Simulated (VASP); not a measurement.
# Ni3O4 (Cmmm) in VASP: notebook, part 2 of 2

VASP 6.6.1.

### 3 Single point, PBEsol (strain -0.030 along x and y, +0.015 along z)

INCAR reads:

```
  PREC = Accurate
  ENCUT = 700
  EDIFF = 1E-6
  ISMEAR = 0
  SIGMA = 0.15
  LREAL = F
  LASPH = T
  NELM = 120
  ALGO = Normal
  ISIF = 2
  LWAVE = F
  LCHARG = T
  GGA = PS
  LELF = T
  LVHAR = T
  NBANDS = 48
  GGA_COMPAT = F
```

KPOINTS reads:

```
regular mesh
0
Gamma
  8 8 14
```

POSCAR reads:

```
Ni3O4
1.0
    2.8365053875     -3.8061089693      0.0000000000
    2.8365053875      3.8061089693      0.0000000000
    0.0000000000      0.0000000000      2.8899735647
Ni O
3 4
Direct
    0.5000000000      0.0000000000      0.5000000000
    0.0000000000      0.5000000000      0.5000000000
    0.0000000000      0.0000000000      0.0000000000
    0.7878888826      0.7878888826      0.5000000000
    0.2121111174      0.2121111174      0.5000000000
    0.2371644473      0.7628355527      0.0000000000
    0.7628355527      0.2371644473      0.0000000000
```

Potentials or basis: VASP PAW PBE potentials, release 64 (Ni_sv_GW, O).

Command:

```sh
$ cat potpaw_PBE.64/Ni_sv_GW/POTCAR potpaw_PBE.64/O/POTCAR > POTCAR
$ mpirun -np 1 vasp_std > vasp.out
```

OUTCAR:

```text
PREC = Accurate
   ENCUT = 700
   EDIFF = 1E-6
   ISMEAR = 0
   LREAL = F
   LASPH = T
   NELM = 120
   ISIF = 2
   GGA = PS

 ion  position               nearest neighbor table
   1  0.500  0.000  0.500-   4 1.92   5 1.92   6 2.03   7 2.03   6 2.03   7 2.03
   2  0.000  0.500  0.500-   4 1.92   5 1.92   6 2.03   7 2.03   6 2.03   7 2.03
   3  0.000  0.000  0.000-   6 1.81   7 1.81   4 1.88   5 1.88   4 1.88   5 1.88
   4  0.788  0.788  0.500-   3 1.88   3 1.88   1 1.92   2 1.92
   5  0.212  0.212  0.500-   3 1.88   3 1.88   1 1.92   2 1.92
   6  0.237  0.763  0.000-   3 1.81   2 2.03   1 2.03   1 2.03   2 2.03
   7  0.763  0.237  0.000-   3 1.81   2 2.03   1 2.03   1 2.03   2 2.03

  LATTYP: Found a base centered orthorhombic cell.
 ALAT       =     5.6730107750
 B/A-ratio  =     1.3418303332
 C/A-ratio  =     0.5094250089

  Lattice vectors:

 A1 = (   2.8365053875,  -3.8061089693,   0.0000000000)
 A2 = (   2.8365053875,   3.8061089693,   0.0000000000)
 A3 = (   0.0000000000,   0.0000000000,   2.8899735647)

Analysis of symmetry for initial positions (statically):
=====================================================================
 Subroutine PRICEL returns:
 Original cell was already a primitive cell.

 Routine SETGRP: Setting up the symmetry group for a
 base centered orthorhombic supercell.

 Subroutine GETGRP returns: Found  8 space group operations
 (whereof  8 operations were pure point group operations)
 out of a pool of  8 trial point group operations.

The static configuration has the point symmetry D_2h.

Analysis of symmetry for dynamics (positions and initial velocities):
=====================================================================
 Subroutine PRICEL returns:
 Original cell was already a primitive cell.

 Routine SETGRP: Setting up the symmetry group for a
 base centered orthorhombic supercell.

 Subroutine GETGRP returns: Found  8 space group operations
 (whereof  8 operations were pure point group operations)
 out of a pool of  8 trial point group operations.

The dynamic configuration has the point symmetry D_2h.

 Subroutine INISYM returns: Found  8 space group operations
 (whereof  8 operations are pure point group operations),
 and found     1 'primitive' translations

----------------------------------------------------------------------------------------

                                     Primitive cell

  volume of cell :      62.4006

  direct lattice vectors                    reciprocal lattice vectors
     2.836505387 -3.806108969  0.000000000     0.176273242 -0.131367757  0.000000000
     2.836505387  3.806108969  0.000000000     0.176273242  0.131367757  0.000000000
     0.000000000  0.000000000  2.889973565     0.000000000  0.000000000  0.346023926

  length of vectors
     4.746812436  4.746812436  2.889973565     0.219840268  0.219840268  0.346023926

  position of ions in fractional coordinates (direct lattice)
     0.500000000  1.000000000  0.500000000
     1.000000000  0.500000000  0.500000000
     0.000000000  0.000000000  0.000000000
     0.787888883  0.787888883  0.500000000
     0.212111117  0.212111117  0.500000000
[... 31 lines left out ...]
  Shift w.r.t. Gamma in fractional coordinates (k-lattice)
     0.000000000  0.000000000  0.000000000

 Subroutine IBZKPT returns following result:
 ===========================================

 Found    168 irreducible k-points:

 Following reciprocal coordinates:
            Coordinates               Weight
  0.000000  0.000000  0.000000      1.000000
  0.125000 -0.000000  0.000000      4.000000
  0.250000 -0.000000  0.000000      4.000000
  0.375000 -0.000000  0.000000      4.000000
  0.500000 -0.000000  0.000000      2.000000
  0.125000  0.125000  0.000000      2.000000
[... 16 lines left out ...]
  0.125000 -0.000000  0.071429      8.000000
  0.250000 -0.000000  0.071429      8.000000
 [... further k-points ...]
   k-points           NKPTS =    168   k-points in BZ     NKDIM =    168   number of bands    NBANDS=     48
   number of dos      NEDOS =    301   number of ions     NIONS =      7
   total plane-waves  NPLWV =  49392
   dimension x,y,z NGX =    42 NGY =   42 NGZ =   28
   dimension x,y,z NGXF=    84 NGYF=   84 NGZF=   56
   ions per type =               3   4
   NGX,Y,Z   is equivalent  to a cutoff of  14.71, 14.71, 16.11 a.u.
   NGXF,Y,Z  is equivalent  to a cutoff of  29.42, 29.42, 32.21 a.u.
 SYSTEM =  unknown system
   PREC   = accura    normal or accurate (medium, high low for compatibility)
   ISTART =      0    job   : 0-new  1-cont  2-samecut
   ICHARG =      2    charge: 1-file 2-atom 10-const
   ISPIN  =      1    spin polarized calculation?
   LNONCOLLINEAR =      F non collinear calculations
   LSORBIT =      F    spin-orbit coupling
   LASPH  =      T    aspherical Exc in radial PAW
   ENCUT  =  700.0 eV  51.45 Ry    7.17 a.u.  10.24 10.24  6.23*2*pi/ulx,y,z
   NELM   =    120;   NELMIN=  2; NELMDL= -5     # of ELM steps
   EDIFF  = 0.1E-05   stopping-criterion for ELM
   LREAL  =      F    real-space projection
[... 7 lines left out ...]
   TEBEG  =    0.0;   TEEND  =   0.0 temperature during run
   PSTRESS=    0.0 pullay stress
   NELECT =      78.0000    total number of electrons
   NUPDOWN=      -1.0000    fix difference up-down
   EMIN   =  10.00;   EMAX   =-10.00  energy-range for DOS
   EFERMI =   0.00;   METHOD = LEGACY
   ISMEAR =     0;   SIGMA  =   0.15  broadening in eV -4-tet -1-fermi 0-gaus
   EFERMI_NEDOS =   21; number of points for ismear=-14 and -15
   IALGO  =     38    algorithm
   IMIX   =      4    mixing-type and parameters
     AMIX     =   0.40;   BMIX     =  1.00
     AMIX_MAG =   1.60;   BMIX_MAG =  1.00
  volume/ion in A,a.u.               =       8.91        60.16
  Fermi-wavevector in a.u.,A,eV,Ry     =   1.763505  3.332542 42.313457  3.109951
  Thomas-Fermi vector in A             =   2.831668
   LORBIT       =      0    0 simple, 1 ext, 2 COOP (PROOUT), +10 PAW based schemes
   GGA     = PS    functional components
   LHFCALC =     F    Hartree Fock is set to
   AEXX    =    0.0000 exact exchange contribution
   IVDW    =     0    specifies the selected vdW correction
   LEPSILON=     F    determine dielectric tensor
   LRPA    =     F    only Hartree local field effects (RPA)
 non-spin polarized calculation
 Gauss-broadening in eV      SIGMA  =   0.15
  energy-cutoff  :      700.00
  volume of cell :       62.40
 maximum number of plane-waves:      2656
 NGX is ok and might be reduce to    42
   NGX = 21   NGY = 21   NGZ = 13

 number of electron      77.9999973 magnetization

 Free energy of the ion-electron system (eV)
  ---------------------------------------------------
  ext. energy  EPLUGINS =         0.00000000
  ---------------------------------------------------
  free energy    TOTEN  =       -46.95932514 eV

  energy without entropy =      -46.90500608  energy(sigma->0) =      -46.93216561

 E-fermi :   6.3670     XC(G=0): -12.8478

 val. band max:        6.3662219570   @ k =  -0.3750   0.2500   0.2857
 cond. band min:       6.3689224353   @ k =   0.3750   0.3750   0.2143
 fundamental gap:      0.0027004783
 Fermi energy:         6.3670134762

 k-point     1 :       0.0000    0.0000    0.0000
  band No.  band energies     occupation
      1     -98.4962      2.00000
      2     -96.8232      2.00000
      3     -96.8214      2.00000
      4     -59.2071      2.00000
      5     -59.0364      2.00000
      6     -58.8353      2.00000
[... 1213 lines left out ...]
     47      16.2709      0.00000
     48      18.0447      0.00000

 [... further k-points ...]

------------------------ aborting loop because EDIFF is reached ----------------------------------------

  FORCE on cell =-STRESS in cart. coord.  units (eV):
  Direction    XX          YY          ZZ          XY          YZ          ZX
  --------------------------------------------------------------------------------------
  -------------------------------------------------------------------------------------
  Total        3.9304254      6.3440102      2.4072247      0.0000000      0.0000000      0.0000000
  in kB      100.9163298    162.8867501     61.8071220      0.0000000      0.0000000      0.0000000
  external PRESSURE =     108.5367340 kB  Pullay stress =       0.0000000 kB

 VOLUME and BASIS-vectors are now :
 -----------------------------------------------------------------------------
  energy-cutoff  :      700.00
  volume of cell :       62.40
      direct lattice vectors                 reciprocal lattice vectors
     2.836505387 -3.806108969  0.000000000     0.176273242 -0.131367757  0.000000000
     2.836505387  3.806108969  0.000000000     0.176273242  0.131367757  0.000000000
     0.000000000  0.000000000  2.889973565     0.000000000  0.000000000  0.346023926

 POSITION                                       TOTAL-FORCE (eV/Angst)
 -----------------------------------------------------------------------------------
      1.41825     -1.90305      1.44499         0.000000      0.000000      0.000000
      1.41825      1.90305      1.44499         0.000000      0.000000      0.000000
      0.00000      0.00000      0.00000         0.000000      0.000000      0.000000
      4.46970      0.00000      1.44499        -0.487664      0.000000      0.000000
      1.20331      0.00000      1.44499         0.487664      0.000000      0.000000
      2.83651      2.00076      0.00000         0.000000     -0.783868      0.000000
      2.83651     -2.00076      0.00000         0.000000      0.783868      0.000000
 -----------------------------------------------------------------------------------
    total drift:                                0.000000      0.000000     -0.000000

  FREE ENERGIE OF THE ION-ELECTRON SYSTEM (eV)
  ---------------------------------------------------
  free  energy   TOTEN  =       -46.9593251365 eV

  energy  without entropy=      -46.9050060776  energy(sigma->0) =      -46.93216561
```

It took 31 min on 1 thread of Intel Xeon Platinum 8488C (Sapphire Rapids), shared host; peak memory 0.72 GiB.

Results:

* Free energy: -46.9593 eV
* Pressure: 10.9 GPa
* Largest force: 0.784 eV/Å
* Band gap on the k mesh: zero (bands 39 and 40 overlap by 0.37 eV)

Forces in eV/Å, atoms in the order of the input:
```
Ni   0.000  0.000  0.000
Ni   0.000  0.000  0.000
Ni   0.000  0.000  0.000
O   -0.488  0.000  0.000
O    0.488  0.000  0.000
O    0.000 -0.784  0.000
O    0.000  0.784  0.000
```

Levels at points of the mesh, in eV from the Fermi level:
```csv
k point,band 35,band 36,band 37,band 38,band 39,band 40,band 41,band 42,band 43,band 44
"(0.00, 0.00, 0.00)",-1.57,-1.55,-1.18,-0.93,-0.76,0.82,1.04,1.46,1.88,4.05
"(0.50, 0.00, 0.00)",-1.23,-1.13,-1.04,0.04,0.16,0.17,0.30,0.81,0.85,6.42
"(0.50, 0.50, 0.00)",-1.22,-1.21,-0.89,-0.83,-0.28,-0.08,-0.04,0.64,1.33,7.56
"(0.00, 0.00, 0.50)",-1.23,-1.11,-0.94,-0.63,-0.24,0.13,0.19,0.21,1.27,8.59
"(0.50, 0.00, 0.50)",-1.24,-1.06,-1.02,0.05,0.12,0.17,0.17,0.61,0.69,9.21
"(0.50, 0.50, 0.50)",-1.11,-1.07,-1.05,-0.94,-0.73,0.58,0.94,1.40,1.87,7.23
```

Caveat: the cell differs from its parent crystal (strain -0.030 along x and y, +0.015 along z); the stress differs along the axes, from 6 to 16 GPa; the PAW data sets were made with another functional, which shifts forces and pressure a little; the run has no spin polarisation, though such a crystal can be magnetic; semilocal functionals often make such compounds metallic where correlation or magnetic order opens a gap, which also shifts bond lengths. Spin polarisation is off, so any magnetic state and its effect on volume and gap are missing.
